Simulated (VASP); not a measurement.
Wanted: the native input for a VASP 6.6.1 run.

- Task: single point
- Functional: HSE06
- Potentials or basis: VASP PAW PBE potentials, release 64 (Si)
- Cutoff: 520 eV
- k mesh: 8 × 8 × 8
- Occupations: gaussian, width 0.01 eV
- Spin: no spin polarisation
- Dipole correction: no
- Grid for exact exchange (PRECFOCK): Normal
- Further INCAR settings: ALGO = Normal; EDIFF = 1e-07; NBANDS = 11
- Share of exact exchange: 0.25
- Screening parameter: 0.2079 1/Å

Crystal: Si.

```xyz
2
Lattice="0.0000 2.7155 2.7155 2.7155 0.0000 2.7155 2.7155 2.7155 0.0000" Properties=species:S:1:pos:R:3 pbc="T T T"
Si    0.0000    0.0000    0.0000
Si    1.3578    1.3578    1.3578
```

These files were run (other wordings do the same):

POSCAR

```
Si
1.0
    0.0000000000      2.7155000000      2.7155000000
    2.7155000000      0.0000000000      2.7155000000
    2.7155000000      2.7155000000      0.0000000000
Si
2
Direct
    0.0000000000      0.0000000000      0.0000000000
    0.2500000000      0.2500000000      0.2500000000
```

INCAR.step1

```
PREC = Accurate
ENCUT = 520
EDIFF = 1E-5
ISMEAR = 0
SIGMA = 0.01
LREAL = False
LASPH = True
NELM = 80
ALGO = Normal
ISIF = 2
LWAVE = True
GGA = PE
NBANDS = 11
```

INCAR.step2

```
PREC = Accurate
ENCUT = 520
EDIFF = 1E-7
ISMEAR = 0
SIGMA = 0.01
LREAL = False
LASPH = True
NELM = 80
ALGO = Normal
ISIF = 2
LWAVE = False
LCHARG = True
GGA = PE
LHFCALC = True
HFSCREEN = 0.2079
PRECFOCK = Normal
LELF = True
LVHAR = True
ISTART = 1
NBANDS = 11
```

KPOINTS

```
regular mesh
0
Gamma
  8 8 8
```

Potentials or basis: VASP PAW PBE potentials, release 64 (Si).

Command:

```console
$ cat potpaw_PBE.64/Si/POTCAR > POTCAR
$ cp INCAR.step1 INCAR
$ mpirun -np 1 vasp_std > vasp.out
$ cp INCAR.step2 INCAR
$ mpirun -np 1 vasp_std > vasp.out
```

It gave:

The pressure is 0.1 GPa. The band gap on the k mesh is 1.18 eV (least direct gap 3.32 eV).

Caveat: the PAW data sets were made with another functional, which shifts forces and pressure a little.

Run time: 19 min on 1 thread of Intel(R) Xeon(R) 6975P-C (Granite Rapids) (shared host), peak memory 0.3 GiB.
